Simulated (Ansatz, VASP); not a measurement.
## Two plane-wave programs on CaO

```
Ca O
1.0
     0.00000    2.60673    2.60673
     2.60673    0.00000    2.60673
     2.60673    2.60673    0.00000
Ca O
1 1
Direct
  0.00000 0.00000 0.00000
  0.25000 0.25000 0.25000
```

Alike in both runs: task single point; functional PBEsol; k mesh 5 × 5 × 5; no spin polarisation.

|  | VASP | Ansatz |
| --- | --- | --- |
| version | VASP 6.6.1 | Ansatz 0.2.0 |
| potentials or method | VASP PAW PBE potentials, release 64 (Ca_sv, O) | plane waves |
| plane-wave cutoff (eV) | 600 | 420 |
| occupations | gaussian, width 0.01 eV | fixed |
| valence electrons in the cell | 16 | 16 |

```csv
,VASP,Ansatz,Ansatz less VASP
gap on the k mesh at the Fermi level (eV),3.27,3.27,+0.002
pressure (GPa),-1.1,-1.5,-0.42
```

VASP's potentials were made for PBE, not for PBEsol.
